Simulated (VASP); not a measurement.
# Mo in VASP: a series of runs, part 2 of 2

VASP 6.6.1.

### Step 5. Single point, PBE (engineering shear strain xz -0.1100, normal strain along z +0.0750)

Contents of INCAR:

```
SYSTEM = Mo
PREC = Accurate
ENCUT = 520
EDIFF = 1E-6
ISMEAR = 0
SIGMA = 0.15
LREAL = .FALSE.
LASPH = .TRUE.
NELM = 100
ALGO = Fast
ISIF = 2
LWAVE = .FALSE.
LCHARG = .FALSE.
GGA = PE
NBANDS = 13
```

Contents of KPOINTS:

```
regular mesh
0
G
  20 20 20
  0 0 0
```

Contents of POSCAR:

```
Mo
1.0
   -0.1100565412      2.0010280217      2.1511051233
    1.8909714805      0.0000000000      2.0410485821
    2.0010280217      2.0010280217     -0.1100565412
Mo
1
Direct
    0.0000000000      0.0000000000      0.0000000000
```

Potentials or basis: VASP PAW PBE potentials, release 64 (Mo_sv).

The run is started by

```
> cat potpaw_PBE.64/Mo_sv/POTCAR > POTCAR
> mpirun -np 1 vasp_std > vasp.out
```

OUTCAR:

```text
SYSTEM = Mo
   PREC = Accurate
   ENCUT = 520
   EDIFF = 1E-6
   ISMEAR = 0
   LREAL = .FALSE.
   LASPH = .TRUE.
   NELM = 100
   ISIF = 2
   GGA = PE

 ion  position               nearest neighbor table
   1  0.000  0.000  0.000-

  LATTYP: Found a base centered monoclinic cell.
 ALAT       =     4.0081045824
 B/A-ratio  =     0.9984909229
 C/A-ratio  =     0.6941891003
 COS(beta)  =    -0.6383125193

  Lattice vectors:

 A1 = (  -2.0010280217,   2.0010280217,   0.1100565412)
 A2 = (  -2.0010280217,  -2.0010280217,   0.1100565412)
 A3 = (   1.8909714805,   0.0000000000,   2.0410485821)

Analysis of symmetry for initial positions (statically):
=====================================================================
 Subroutine PRICEL returns:
 Original cell was already a primitive cell.

 Routine SETGRP: Setting up the symmetry group for a
 base centered monoclinic supercell.

 Subroutine GETGRP returns: Found  4 space group operations
 (whereof  4 operations were pure point group operations)
 out of a pool of  4 trial point group operations.

The static configuration has the point symmetry C_2h.

Analysis of symmetry for dynamics (positions and initial velocities):
=====================================================================
 Subroutine PRICEL returns:
 Original cell was already a primitive cell.

 Routine SETGRP: Setting up the symmetry group for a
 base centered monoclinic supercell.

 Subroutine GETGRP returns: Found  4 space group operations
 (whereof  4 operations were pure point group operations)
 out of a pool of  4 trial point group operations.

The dynamic configuration has the point symmetry C_2h.

 Subroutine INISYM returns: Found  4 space group operations
 (whereof  4 operations are pure point group operations),
 and found     1 'primitive' translations

----------------------------------------------------------------------------------------

                                     Primitive cell

  volume of cell :      17.1781

  direct lattice vectors                    reciprocal lattice vectors
    -0.110056541  2.001028022  2.151105123    -0.237756472  0.249871563  0.220274379
     1.890971480  0.000000000  2.041048582     0.263396876 -0.249871563  0.245914783
     2.001028022  2.001028022 -0.110056541     0.237756472  0.249871563 -0.220274379

  length of vectors
     2.939979394  2.782382514  2.832020256     0.409248996  0.438506320  0.409248996

  position of ions in fractional coordinates (direct lattice)
     0.000000000  0.000000000  0.000000000

  ion indices of the primitive-cell ions
   primitive index   ion index
                 1           1

----------------------------------------------------------------------------------------

 KPOINTS: regular mesh

Automatic generation of k-mesh.
 Grid dimensions read from file:
 generate k-points for:   20   20   20

 Generating k-lattice:

  Cartesian coordinates                     Fractional coordinates (reciprocal lattice)
    -0.011887824  0.012493578  0.011013719     0.050000000 -0.000000000 -0.000000000
     0.013169844 -0.012493578  0.012295739     0.000000000  0.050000000  0.000000000
     0.011887824  0.012493578 -0.011013719     0.000000000  0.000000000  0.050000000

  Length of vectors
     0.020462450  0.021925316  0.020462450

  Shift w.r.t. Gamma in fractional coordinates (k-lattice)
     0.000000000  0.000000000  0.000000000

 Subroutine IBZKPT returns following result:
 ===========================================

 Found   2112 irreducible k-points:

 Following reciprocal coordinates:
            Coordinates               Weight
  0.000000  0.000000  0.000000      1.000000
  0.050000 -0.000000  0.000000      4.000000
  0.100000 -0.000000 -0.000000      4.000000
  0.150000 -0.000000 -0.000000      4.000000
  0.200000 -0.000000 -0.000000      4.000000
  0.250000 -0.000000  0.000000      4.000000
[... 16 lines left out ...]
 -0.450000  0.050000  0.000000      4.000000
 -0.400000  0.050000  0.000000      4.000000
 [... further k-points ...]
   k-points           NKPTS =   2112   k-points in BZ     NKDIM =   2112   number of bands    NBANDS=     13
   number of dos      NEDOS =    301   number of ions     NIONS =      1
   total plane-waves  NPLWV =  13824
   dimension x,y,z NGX =    24 NGY =   24 NGZ =   24
   dimension x,y,z NGXF=    48 NGYF=   48 NGZF=   48
   ions per type =               1
   NGX,Y,Z   is equivalent  to a cutoff of  13.57, 14.34, 14.09 a.u.
   NGXF,Y,Z  is equivalent  to a cutoff of  27.14, 28.68, 28.18 a.u.
 SYSTEM =  Mo
   PREC   = accura    normal or accurate (medium, high low for compatibility)
   ISTART =      0    job   : 0-new  1-cont  2-samecut
   ICHARG =      2    charge: 1-file 2-atom 10-const
   ISPIN  =      1    spin polarized calculation?
   LNONCOLLINEAR =      F non collinear calculations
   LSORBIT =      F    spin-orbit coupling
   LASPH  =      T    aspherical Exc in radial PAW
   ENCUT  =  520.0 eV  38.22 Ry    6.18 a.u.   5.47  5.17  5.27*2*pi/ulx,y,z
   NELM   =    100;   NELMIN=  2; NELMDL= -5     # of ELM steps
   EDIFF  = 0.1E-05   stopping-criterion for ELM
   LREAL  =      F    real-space projection
   EDIFFG = 0.1E-04   stopping-criterion for IOM
   NSW    =      0    number of steps for IOM
   IBRION =     -1    ionic relax: 0-MD 1-quasi-New 2-CG
   NFREE  =      0    steps in history (QN), initial steepest desc. (CG)
   ISIF   =      2    stress and relaxation
   ISYM   =      2    0-nonsym 1-usesym 2-fastsym
   POTIM  = 0.5000    time-step for ionic-motion
   TEBEG  =    0.0;   TEEND  =   0.0 temperature during run
   PSTRESS=    0.0 pullay stress
   NELECT =      14.0000    total number of electrons
   NUPDOWN=      -1.0000    fix difference up-down
   EMIN   =  10.00;   EMAX   =-10.00  energy-range for DOS
   EFERMI =   0.00;   METHOD = LEGACY
   ISMEAR =     0;   SIGMA  =   0.15  broadening in eV -4-tet -1-fermi 0-gaus
   EFERMI_NEDOS =   21; number of points for ismear=-14 and -15
   IALGO  =     68    algorithm
   IMIX   =      4    mixing-type and parameters
     AMIX     =   0.40;   BMIX     =  1.00
     AMIX_MAG =   1.60;   BMIX_MAG =  1.00
  volume/ion in A,a.u.               =      17.18       115.92
  Fermi-wavevector in a.u.,A,eV,Ry     =   1.529183  2.889737 31.815871  2.338401
  Thomas-Fermi vector in A             =   2.636839
   LORBIT       =      0    0 simple, 1 ext, 2 COOP (PROOUT), +10 PAW based schemes
   GGA     = PE    functional components
   LHFCALC =     F    Hartree Fock is set to
   AEXX    =    0.0000 exact exchange contribution
   IVDW    =     0    specifies the selected vdW correction
   LEPSILON=     F    determine dielectric tensor
   LRPA    =     F    only Hartree local field effects (RPA)
 non-spin polarized calculation
 RMM-DIIS sequential band-by-band and
 Gauss-broadening in eV      SIGMA  =   0.15
  energy-cutoff  :      520.00
  volume of cell :       17.18
 maximum number of plane-waves:       477
 NGX is ok and might be reduce to    24
   NGX = 11   NGY = 11   NGZ = 11

 number of electron      14.0000001 magnetization

 Free energy of the ion-electron system (eV)
  ---------------------------------------------------
  ext. energy  EPLUGINS =         0.00000000
  ---------------------------------------------------
  free energy    TOTEN  =       -10.49887534 eV

  energy without entropy =      -10.48450185  energy(sigma->0) =      -10.49168860

 E-fermi :  10.9241     XC(G=0): -12.8462

 val. band max:       10.9237077204   @ k =   0.4500   0.0500   0.0500
 cond. band min:      10.9252169109   @ k =  -0.0500   0.1000   0.0000
 fundamental gap:      0.0015091905
 Fermi energy:        10.9241018741

 k-point     1 :       0.0000    0.0000    0.0000
  band No.  band energies     occupation
      1     -50.0572      2.00000
      2     -23.6313      2.00000
      3     -23.5206      2.00000
      4     -23.3820      2.00000
      5       4.2466      2.00000
      6       9.1722      2.00000
      7      10.1293      2.00000
      8      10.9097      1.10837
      9      12.1028      0.00000
     10      13.1363      0.00000
     11      23.8363      0.00000
     12      26.9033      0.00000
     13      29.5485      0.00000
[... 353 lines left out ...]
 k-point    24 :      -0.4000    0.0500    0.0000
  band No.  band energies     occupation
      1     -49.9180      2.00000
      2     -24.4972      2.00000
      3     -23.6377      2.00000
      4     -23.5104      2.00000
      5       6.5724      2.00000
      6       9.6322      2.00000
      7      10.7487      1.90179
      8      10.8426      1.55752
      9      13.3785      0.00000
     10      14.7512      0.00000
     11      20.9119      0.00000
     12      24.3491      0.00000
     13      29.4000      0.00000

 [... further k-points ...]
[... 5 lines left out ...]
  --------------------------------------------------------------------------------------
  -------------------------------------------------------------------------------------
  Total       -1.7630468     -1.3857130     -0.9753321      0.0000000      0.0000000      0.0002799
  in kB     -164.4372699   -129.2437993    -90.9680614      0.0000000      0.0000000      0.0261082
  external PRESSURE =    -128.2163769 kB  Pullay stress =       0.0000000 kB

 VOLUME and BASIS-vectors are now :
 -----------------------------------------------------------------------------
  energy-cutoff  :      520.00
  volume of cell :       17.18
      direct lattice vectors                 reciprocal lattice vectors
    -0.110056541  2.001028022  2.151105123    -0.237756472  0.249871563  0.220274379
     1.890971480  0.000000000  2.041048582     0.263396876 -0.249871563  0.245914783
     2.001028022  2.001028022 -0.110056541     0.237756472  0.249871563 -0.220274379

 POSITION                                       TOTAL-FORCE (eV/Angst)
 -----------------------------------------------------------------------------------
      0.00000      0.00000      0.00000         0.000000     -0.000000     -0.000000
 -----------------------------------------------------------------------------------
    total drift:                               -0.000000      0.000000     -0.000000

  FREE ENERGIE OF THE ION-ELECTRON SYSTEM (eV)
  ---------------------------------------------------
  free  energy   TOTEN  =       -10.4988753429 eV

  energy  without entropy=      -10.4845018526  energy(sigma->0) =      -10.49168860
```

Run time: 3.7 min. Hardware: 1 thread of Intel Xeon 6975P-C, shared host; peak memory 0.52 GiB.

Results:

```
Free energy            : -10.4989 eV
Pressure               : -12.8 GPa
Band gap on the k mesh : zero (band 7 reaches 14.30 eV, above the bottom of band 8 at 10.30 eV)
```

Caveat: the cell differs from its parent crystal (engineering shear strain xz -0.1100, normal strain along z +0.0750).

### Step 6. Overview

```tsv
cell	further INCAR settings	gap on the mesh (eV)	pressure (GPa)
a = 2.838, b = 2.519 Å, angles 63.7, 67.2, 63.7°, 1 atom	ALGO = Fast; EDIFF = 1e-07; NBANDS = 13	none	9.6
a = 2.832, b = 2.674 Å, angles 61.8, 63.6, 61.8°, 1 atom	ALGO = Fast; EDIFF = 1e-07; NBANDS = 13	none	3.1
a = 2.946, b = 2.627, c = 2.838 Å, angles 65.1, 68.3, 60.9°, 1 atom	ALGO = Fast; EDIFF = 1e-06; NBANDS = 13	none	-8.2
a = 2.940, b = 2.782, c = 2.832 Å, angles 63.1, 64.8, 59.3°, 1 atom	ALGO = Fast; EDIFF = 1e-06; NBANDS = 13	none	-12.8
```

Alike in all rows: task single point; level PBE; potentials or basis VASP PAW PBE potentials, release 64 (Mo_sv); no spin polarisation; k mesh 20 × 20 × 20; cutoff (eV) 520; smearing gaussian 0.15 eV.

Total energies depend on the potentials used, so only differences within one code and one set of settings carry meaning.
